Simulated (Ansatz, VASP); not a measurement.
# ZnCu: VASP beside Ansatz

Contents of INCAR:

```
PREC = Accurate ; ENCUT = 520
EDIFF = 1E-6 ; ISMEAR = 0
SIGMA = 0.15 ; LREAL = F
LASPH = T ; NELM = 100
ALGO = Normal ; ISIF = 2
LWAVE = F ; LCHARG = F
GGA = PE ; NBANDS = 18
```

Contents of KPOINTS:

```
Automatic mesh
0
Gamma
  18 18 18
```

File POSCAR:

```
ZnCu
1.0
    2.9450000000      0.0000000000      0.0000000000
    0.0000000000      2.9450000000      0.0000000000
    0.0000000000      0.0000000000      2.9450000000
Zn Cu
1 1
Direct
    0.5000000000      0.5000000000      0.5000000000
    0.0000000000      0.0000000000      0.0000000000
```

Input for Ansatz:

```yaml
crystal:
  lattice:
    - [2.945, 0.0, 0.0]
    - [0.0, 2.945, 0.0]
    - [0.0, 0.0, 2.945]
  atoms:
    - { symbol: Zn, position: [0.5, 0.5, 0.5] }
    - { symbol: Cu, position: [0.0, 0.0, 0.0] }
basis:
  ecutwfc: 420
kpoints:
  mp_grid: { grid: [18, 18, 18] }
hamiltonian:
  xc: pbe
scf:
  occupations: { method: gaussian, width: 0.15 }
output:
  forces: true
  stress: true
  eigenvalues: true
```

Alike in both runs: task single point; functional PBE; k mesh 18 × 18 × 18; occupations gaussian, width 0.15 eV; no spin polarisation.

|  | VASP | Ansatz |
| --- | --- | --- |
| version | VASP 6.6.1 | Ansatz 0.2.0 |
| potentials or method | VASP PAW PBE potentials, release 64 (Zn, Cu), cutoff 520 eV | scalar-relativistic, plane waves, PAW |
| valence electrons in the cell | 23 | 31 |

```tsv
	VASP	Ansatz	Ansatz less VASP
gap on the k mesh at the Fermi level (eV)	none	none	-
pressure (GPa)	2.9	2.4	-0.51
```

A gap of «none» marks a metal or a gap that the smearing closes. The functional is the same, so the differences come from potentials, cutoffs and numerics. VASP's potentials hold 23 valence electrons a cell and Ansatz's 31, so a difference there can come from the potentials and not from the codes.
